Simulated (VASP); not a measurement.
# Si4C5 in VASP: further runs

Runs on Si4C5. Level: PBE. Tasks: single point.

Program: VASP 6.6.1. These are calculated values, not measurements. Logs are shortened: lines on timing, memory, paths and dates and some standing lists are left out, and cuts for length are marked.

### Step 1. The cell of the first run

The cell holds a slab with vacuum, 9 atoms: a = 3.092 Å, b = 3.092 Å, c = 25.234 Å, α = 90.00°, β = 90.00°, γ = 120.00°.

### Step 2. Single point, PBE, collinear spin

The input, INCAR:

```
PREC     = Accurate       # precision mode
ENCUT    = 520            # plane-wave cutoff, eV
EDIFF    = 1E-6           # SCF threshold, eV
ISMEAR   = 0              # smearing method
SIGMA    = 0.05           # smearing width, eV
LREAL    = F              # projectors in reciprocal space
LASPH    = T              # aspherical terms in the spheres
NELM     = 150            # most SCF steps
ALGO     = Normal         # electronic algorithm
ISIF     = 2              # what is computed and relaxed
LWAVE    = F              # write WAVECAR
LCHARG   = F              # write CHGCAR
ISPIN    = 2              # spin polarisation
MAGMOM   = 0 0 0 0 2 0 0 0 0 # initial moments
LORBIT   = 11             # projections on sites
LDIPOL   = T            
IDIPOL   = 3            
DIPOL    = 0.5 0.5 0.345
GGA      = PE             # functional
NBANDS   = 32             # bands
LUSENCCL = F
```

The input, KPOINTS:

```
Automatic mesh
0
Gamma
  9 9 1
```

The input, POSCAR:

```
Si4C5
1.0
    3.0920147208      0.0000000000      0.0000000000
   -1.5460073604      2.6777632971      0.0000000000
    0.0000000000      0.0000000000     25.2337106667
C Si
5 4
Direct
    0.3333333333      0.6666666667      0.1585181051
    0.6666666667      0.3333333333      0.2590546646
    0.3333333333      0.6666666667      0.3607902149
    0.6666666667      0.3333333333      0.4623551549
    0.5555555556      0.4444444444      0.5272197515
    0.6666666667      0.3333333333      0.1834768895
    0.3333333333      0.6666666667      0.2840134490
    0.6666666667      0.3333333333      0.3842867907
    0.3333333333      0.6666666667      0.4848161584
```

Potentials or basis: VASP PAW PBE potentials, release 64 (C, Si).

On the command line:

```bash
$ cat potpaw_PBE.64/C/POTCAR potpaw_PBE.64/Si/POTCAR > POTCAR
$ mpirun -np 1 vasp_std > vasp.out
```

OUTCAR:

```text
PREC = Accurate
   ENCUT = 520
   EDIFF = 1E-6
   ISMEAR = 0
   LREAL = F
   LASPH = T
   NELM = 150
   ISIF = 2
   ISPIN = 2
   LORBIT = 11
   GGA = PE

 ion  position               nearest neighbor table
   1  0.333  0.667  0.159-   6 1.89   6 1.89   6 1.89
   2  0.667  0.333  0.259-   7 1.89   7 1.89   7 1.89   6 1.91
   3  0.333  0.667  0.361-   8 1.88   8 1.88   8 1.88   7 1.94
   4  0.667  0.333  0.462-   5 1.74   9 1.87   9 1.87   9 1.87   8 1.97
   5  0.556  0.444  0.527-   9 1.60   4 1.74   9 2.40   9 2.40
   6  0.667  0.333  0.183-   1 1.89   1 1.89   1 1.89   2 1.91   7 3.10   7 3.10   7 3.10
   7  0.333  0.667  0.284-   2 1.89   2 1.89   2 1.89   3 1.94   8 3.10   8 3.10   8 3.10   6 3.10
                             6 3.10   6 3.10
   8  0.667  0.333  0.384-   3 1.88   3 1.88   3 1.88   4 1.97   7 3.10   7 3.10   7 3.10   9 3.10
                             9 3.10   9 3.10
   9  0.333  0.667  0.485-   5 1.60   4 1.87   4 1.87   4 1.87   5 2.40   5 2.40   8 3.10   8 3.10
                             8 3.10

  LATTYP: Found a hexagonal cell.
 ALAT       =     3.0920147208
 C/A-ratio  =     8.1609283736

  Lattice vectors:

 A1 = (   3.0920147208,   0.0000000000,   0.0000000000)
 A2 = (  -1.5460073604,   2.6777632971,   0.0000000000)
 A3 = (   0.0000000000,   0.0000000000,  25.2337106667)

Analysis of symmetry for initial positions (statically):
=====================================================================
 Subroutine PRICEL returns:
 Original cell was already a primitive cell.

 Routine SETGRP: Setting up the symmetry group for a
 hexagonal supercell.

 Subroutine GETGRP returns: Found  2 space group operations
 (whereof  2 operations were pure point group operations)
 out of a pool of 24 trial point group operations.

The static configuration has the point symmetry C_1h.

Analysis of symmetry for dynamics (positions and initial velocities):
=====================================================================
 Subroutine PRICEL returns:
 Original cell was already a primitive cell.

 Routine SETGRP: Setting up the symmetry group for a
 hexagonal supercell.

 Subroutine GETGRP returns: Found  2 space group operations
 (whereof  2 operations were pure point group operations)
 out of a pool of 24 trial point group operations.

The dynamic configuration has the point symmetry C_1h.

Analysis of structural, dynamic, and magnetic symmetry:
=====================================================================
 Subroutine PRICEL returns:
 Original cell was already a primitive cell.

 Routine SETGRP: Setting up the symmetry group for a
 hexagonal supercell.

 Subroutine GETGRP returns: Found  2 space group operations
 (whereof  2 operations were pure point group operations)
 out of a pool of 24 trial point group operations.

The overall configuration has the point symmetry C_1h.

 Subroutine INISYM returns: Found  2 space group operations
 (whereof  2 operations are pure point group operations),
 and found     1 'primitive' translations

----------------------------------------------------------------------------------------

                                     Primitive cell

  volume of cell :     208.9271

  direct lattice vectors                    reciprocal lattice vectors
     3.092014721  0.000000000  0.000000000     0.323413725  0.186723001 -0.000000000
    -1.546007360  2.677763297  0.000000000     0.000000000  0.373446003  0.000000000
     0.000000000  0.000000000 25.233710667     0.000000000 -0.000000000  0.039629526

  length of vectors
     3.092014721  3.092014721 25.233710667     0.373446003  0.373446003  0.039629526

  position of ions in fractional coordinates (direct lattice)
     0.333333333  0.666666667  0.158518105
     0.666666667  0.333333333  0.259054665
     0.333333333  0.666666667  0.360790215
     0.666666667  0.333333333  0.462355155
     0.555555556  0.444444444  0.527219751
     0.666666667  0.333333333  0.183476889
     0.333333333  0.666666667  0.284013449
     0.666666667  0.333333333  0.384286791
     0.333333333  0.666666667  0.484816158

  ion indices of the primitive-cell ions
   primitive index   ion index
                 1           1
                 2           2
                 3           3
                 4           4
                 5           5
                 6           6
                 7           7
                 8           8
[... 71 lines left out ...]
   NELM   =    150;   NELMIN=  2; NELMDL= -5     # of ELM steps
   EDIFF  = 0.1E-05   stopping-criterion for ELM
   LREAL  =      F    real-space projection
   EDIFFG = 0.1E-04   stopping-criterion for IOM
   NSW    =      0    number of steps for IOM
   IBRION =     -1    ionic relax: 0-MD 1-quasi-New 2-CG
   NFREE  =      0    steps in history (QN), initial steepest desc. (CG)
   ISIF   =      2    stress and relaxation
   ISYM   =      2    0-nonsym 1-usesym 2-fastsym
   POTIM  = 0.5000    time-step for ionic-motion
   TEBEG  =    0.0;   TEEND  =   0.0 temperature during run
   PSTRESS=    0.0 pullay stress
   NELECT =      36.0000    total number of electrons
   NUPDOWN=      -1.0000    fix difference up-down
   EMIN   =  10.00;   EMAX   =-10.00  energy-range for DOS
   EFERMI =   0.00;   METHOD = LEGACY
   ISMEAR =     0;   SIGMA  =   0.05  broadening in eV -4-tet -1-fermi 0-gaus
   EFERMI_NEDOS =   21; number of points for ismear=-14 and -15
   IALGO  =     38    algorithm
   IMIX   =      4    mixing-type and parameters
     AMIX     =   0.40;   BMIX     =  1.00
     AMIX_MAG =   1.60;   BMIX_MAG =  1.00
  volume/ion in A,a.u.               =      23.21       156.66
  Fermi-wavevector in a.u.,A,eV,Ry     =   0.910984  1.721510 11.291362  0.829892
  Thomas-Fermi vector in A             =   2.035210
   LORBIT       =     11    0 simple, 1 ext, 2 COOP (PROOUT), +10 PAW based schemes
   GGA     = PE    functional components
   LHFCALC =     F    Hartree Fock is set to
   AEXX    =    0.0000 exact exchange contribution
   IVDW    =     0    specifies the selected vdW correction
   LEPSILON=     F    determine dielectric tensor
   LRPA    =     F    only Hartree local field effects (RPA)
 spin polarized calculation
 Gauss-broadening in eV      SIGMA  =   0.05
  energy-cutoff  :      520.00
  volume of cell :      208.93
 maximum number of plane-waves:      5652
   NGX = 11   NGY = 11   NGZ = 93

 number of electron      36.0000001 magnetization       0.2290454

 dipolmoment           0.000000      0.000000     -0.022076 electrons x Angstroem

 number of electron      36.0000001 magnetization      -0.9869582

 dipolmoment           0.000000      0.000000      0.066010 electrons x Angstroem

 Free energy of the ion-electron system (eV)
  ---------------------------------------------------
  ext. energy  EPLUGINS =         0.00000000
  ---------------------------------------------------
  free energy    TOTEN  =       -61.02768803 eV

  energy without entropy =      -61.02623992  energy(sigma->0) =      -61.02696398

 E-fermi :   0.1272     XC(G=0):  -5.5339

 val. band max:        0.1032660323   @ k =   0.1111   0.1111   0.0000
 cond. band min:       0.1535860511   @ k =  -0.1111   0.1111   0.0000
 fundamental gap:      0.0503200188
 Fermi energy:         0.1272076647

 spin component 1

 k-point     1 :       0.0000    0.0000    0.0000
  band No.  band energies     occupation
      1     -17.2287      1.00000
      2     -15.9475      1.00000
      3     -14.6802      1.00000
      4     -12.7017      1.00000
      5     -10.6274      1.00000
      6      -7.5321      1.00000
[... 781 lines left out ...]
     29       8.6529      0.00000
     30       8.7356      0.00000

 [... further k-points ...]

 spin component 2

 k-point     1 :       0.0000    0.0000    0.0000
  band No.  band energies     occupation
      1     -17.2482      1.00000
      2     -16.0126      1.00000
      3     -14.8111      1.00000
      4     -13.0584      1.00000
      5     -10.6769      1.00000
      6      -7.7234      1.00000
[... 781 lines left out ...]
     29       8.5210      0.00000
     30       8.5906      0.00000

 [... further k-points ...]

 [bands above 30 left out]

------------------------ aborting loop because EDIFF is reached ----------------------------------------

 vacuum level on the upper side and lower side of the slab       (xc-potential included)         0.705        -0.707

  FORCE on cell =-STRESS in cart. coord.  units (eV):
  Direction    XX          YY          ZZ          XY          YZ          ZX
  --------------------------------------------------------------------------------------
  -------------------------------------------------------------------------------------
  Total        8.9171705      1.5055015      3.3138728     -6.4186936     -3.5032513      6.0678493
  in kB       68.3821568     11.5450791     25.4127438    -49.2223531    -26.8650108     46.5318707
  external PRESSURE =      35.1133266 kB  Pullay stress =       0.0000000 kB

 VOLUME and BASIS-vectors are now :
 -----------------------------------------------------------------------------
  energy-cutoff  :      520.00
  volume of cell :      208.93
      direct lattice vectors                 reciprocal lattice vectors
     3.092014721  0.000000000  0.000000000     0.323413725  0.186723001 -0.000000000
    -1.546007360  2.677763297  0.000000000     0.000000000  0.373446003  0.000000000
     0.000000000  0.000000000 25.233710667     0.000000000 -0.000000000  0.039629526

 POSITION                                       TOTAL-FORCE (eV/Angst)
 -----------------------------------------------------------------------------------
     -0.00000      1.78518      4.00000        -0.001238      0.000715      2.524776
      1.54601      0.89259      6.53691         0.002842     -0.001641      0.817916
     -0.00000      1.78518      9.10408        -0.060961      0.035196     -0.402374
      1.54601      0.89259     11.66694         1.359002     -0.784620     -1.990716
      1.03067      1.19012     13.30371         5.229061     -3.019000      4.047699
      1.54601      0.89259      4.62980         0.001559     -0.000900     -2.881783
     -0.00000      1.78518      7.16671        -0.031055      0.017930     -0.348009
      1.54601      0.89259      9.69698        -0.359821      0.207743      0.631463
     -0.00000      1.78518     12.23371        -6.139389      3.544578     -2.398972
 -----------------------------------------------------------------------------------
    total drift:                                0.000204     -0.000118      0.000229

  FREE ENERGIE OF THE ION-ELECTRON SYSTEM (eV)
  ---------------------------------------------------
  free  energy   TOTEN  =       -61.0276880320 eV

  energy  without entropy=      -61.0262399215  energy(sigma->0) =      -61.02696398

 vacuum level on the upper side and lower side of the slab         7.303         5.860

 total charge

# of ion       s       p       d       tot
------------------------------------------
    1        0.862   1.536   0.000   2.398
    2        0.842   1.684   0.000   2.526
    3        0.840   1.692   0.000   2.532
    4        0.848   1.688   0.000   2.536
    5        0.993   1.362   0.000   2.355
    6        0.707   0.964   0.000   1.671
    7        0.707   0.946   0.000   1.653
    8        0.710   0.931   0.000   1.640
    9        0.748   1.047   0.000   1.796
--------------------------------------------------
tot          7.257  11.850   0.000  19.107

 magnetization (x)

# of ion       s       p       d       tot
------------------------------------------
    1       -0.048  -0.316   0.000  -0.364
    2       -0.008  -0.049   0.000  -0.058
    3       -0.001  -0.009   0.000  -0.010
    4       -0.001  -0.008   0.000  -0.009
    5       -0.003  -0.026   0.000  -0.029
    6        0.003   0.009   0.000   0.011
    7       -0.003  -0.005   0.000  -0.007
    8       -0.000   0.000   0.000  -0.000
    9       -0.003  -0.003   0.000  -0.006
--------------------------------------------------
tot         -0.065  -0.407   0.000  -0.472
```

It used 240 s of CPU time on 1 × NVIDIA H100 80GB with 1 thread of AMD EPYC 7R13 Processor (Zen 3), with other jobs on the host.

What came out:

```yaml
Free_energy: -61.0277 eV
Largest_force: 7.484 eV/Å
Net_moment: -0.99 μB per cell
Site_moments: C -0.36, -0.06, -0.01, -0.03 (each value once); Si +0.01, -0.01, -0.00 (each value once) μB
Valence_electrons_inside_the_program's_atomic_spheres: C 2.40, 2.53, 2.54, 2.35 (each value once); Si 1.67, 1.65, 1.64, 1.80
```

Forces on the atoms (eV/Å):
```
C   -0.001  0.001  2.525
C    0.003 -0.002  0.818
C   -0.061  0.035 -0.402
C    1.359 -0.785 -1.991
C    5.229 -3.019  4.048
Si   0.002 -0.001 -2.882
Si  -0.031  0.018 -0.348
Si  -0.360  0.208  0.631
Si  -6.139  3.545 -2.399
```

### Step 3. Single point, PBE, collinear spin

The input, INCAR:

```
SYSTEM = Si4C5
PREC = Accurate ; ENCUT = 520
EDIFF = 1E-7 ; ISMEAR = 0
SIGMA = 0.05 ; LREAL = .FALSE.
LASPH = .TRUE. ; NELM = 150
ALGO = Normal ; ISIF = 2
LWAVE = .FALSE. ; LCHARG = .FALSE.
ISPIN = 2 ; MAGMOM = 0 0 0 0 2 0 0 0 0
LORBIT = 11 ; LDIPOL = .TRUE.
IDIPOL = 3 ; DIPOL = 0.5 0.5 0.349
GGA = PE ; NBANDS = 32
LUSENCCL = .FALSE.
```

The input, KPOINTS:

```
regular mesh
0
G
  9 9 1
  0 0 0
```

Changes to POSCAR since step 2:

```diff
@@ -12,3 +12,3 @@
     0.6666666667      0.3333333333      0.4623551549
-    0.5555555556      0.4444444444      0.5272197515
+    0.5555555556      0.4444444444      0.5652640967
     0.6666666667      0.3333333333      0.1834768895
```

Potentials or basis: VASP PAW PBE potentials, release 64 (C, Si).

On the command line:

```bash
$ cat potpaw_PBE.64/C/POTCAR potpaw_PBE.64/Si/POTCAR > POTCAR
$ mpirun -np 1 vasp_std > vasp.out
```

It used 380 s of CPU time on 1 × NVIDIA H100 80GB with 1 thread of AMD EPYC 7R13 Processor (Zen 3) (shared host).

The run converged. Its results:

```
Free energy                                           : -60.6111 eV
Largest force                                         : 2.831 eV/Å
Net moment                                            : -0.15 μB per cell
Site moments                                          : C -0.37, -0.06, -0.01, +0.03, +0.35; Si +0.01, -0.01, +0.02, -0.00 μB
Valence electrons inside the program's atomic spheres : C 2.40, 2.53, 2.52, 1.99 (each value once); Si 1.67, 1.65, 1.66, 1.61
```

Forces on the atoms (eV/Å):
```
C    0.001  0.000  2.511
C   -0.002  0.001  0.739
C    0.015 -0.008 -0.542
C    0.180 -0.104 -1.421
C   -0.931  0.538 -1.332
Si  -0.001  0.000 -2.831
Si   0.006 -0.004 -0.229
Si   0.062 -0.036  0.660
Si   0.671 -0.387  2.447
```

Levels at points of the mesh, in eV from the Fermi level:
Spin up:
| k point | band 14 | band 15 | band 16 | band 17 | band 18 | band 19 | band 20 | band 21 | band 22 | band 23 |
| --- | --- | --- | --- | --- | --- | --- | --- | --- | --- | --- |
| (0.00, 0.00, 0.00) | -1.50 | -1.00 | -0.16 | -0.12 | -0.12 | 1.84 | 1.94 | 3.79 | 4.22 | 4.78 |
Spin down:
```tsv
k point	band 14	band 15	band 16	band 17	band 18	band 19	band 20	band 21	band 22	band 23
(0.00, 0.00, 0.00)	-1.54	-1.45	-0.50	-0.50	0.01	2.41	2.70	3.78	4.40	4.81
```

### Step 4. Single point, PBE, collinear spin

The input, INCAR:

```
SYSTEM = Si4C5
PREC = Accurate
ENCUT = 520
EDIFF = 1E-7
ISMEAR = 0
SIGMA = 0.05
LREAL = .False.
LASPH = .True.
NELM = 150
ALGO = Normal
ISIF = 2
LWAVE = .False.
LCHARG = .True.
ISPIN = 2
MAGMOM = 0 0 0 0 2 0 0 0 0
LORBIT = 11
LDIPOL = .True.
IDIPOL = 3
DIPOL = 0.5 0.5 0.353
GGA = PE
LELF = .True.
LVHAR = .True.
LVACPOTAV = .True.
NBANDS = 32
LUSENCCL = .False.
```

The input, KPOINTS:

```
regular mesh
0
Gamma
  9 9 1
  0 0 0
```

Changes to POSCAR since step 3:

```diff
@@ -12,3 +12,3 @@
     0.6666666667      0.3333333333      0.4623551549
-    0.5555555556      0.4444444444      0.5652640967
+    0.5555555556      0.4444444444      0.6009306704
     0.6666666667      0.3333333333      0.1834768895
```

On the command line:

```bash
$ cat potpaw_PBE.64/C/POTCAR potpaw_PBE.64/Si/POTCAR > POTCAR
$ mpirun -np 1 vasp_std > vasp.out
```

Wall time 10 min (1 × NVIDIA H100 80GB with 1 thread of AMD EPYC 7R13 (Zen 3), shared host); peak memory 1.5 GiB.

It converged, with:

```yaml
Free_energy: -59.0662 eV
Largest_force: 2.833 eV/Å
Net_moment: 0.88 μB per cell
Site_moments: C -0.00, +0.01, +0.00, -0.01, +0.46; Si -0.00, -0.01 (each value once) μB
Valence_electrons_inside_the_program's_atomic_spheres: C 2.39, 2.53, 2.52, 1.94 (each value once); Si 1.66, 1.65, 1.61 (each value once)
```

Forces on the atoms (eV/Å):
```
C   -0.001  0.000  2.353
C   -0.001  0.001  1.113
C    0.007 -0.004 -0.059
C    0.044 -0.025 -0.364
C   -0.307  0.177 -1.274
Si   0.001  0.000 -2.833
Si   0.003 -0.002 -0.604
Si   0.031 -0.018  0.210
Si   0.223 -0.129  1.457
```

Levels at points of the mesh, in eV from the Fermi level:
Spin up:
| k point | band 15 | band 16 | band 17 | band 18 | band 19 | band 20 | band 21 | band 22 | band 23 | band 24 |
| --- | --- | --- | --- | --- | --- | --- | --- | --- | --- | --- |
| (0.00, 0.00, 0.00) | -1.25 | -0.39 | 0.18 | 0.18 | 1.73 | 1.88 | 2.14 | 3.79 | 4.74 | 5.53 |
Spin down:
```tsv
k point	band 14	band 15	band 16	band 17	band 18	band 19	band 20	band 21	band 22	band 23
(0.00, 0.00, 0.00)	-1.25	-0.76	-0.18	0.18	0.18	2.31	2.94	3.01	3.78	4.74
```

(Continued in part 2 of 2.)
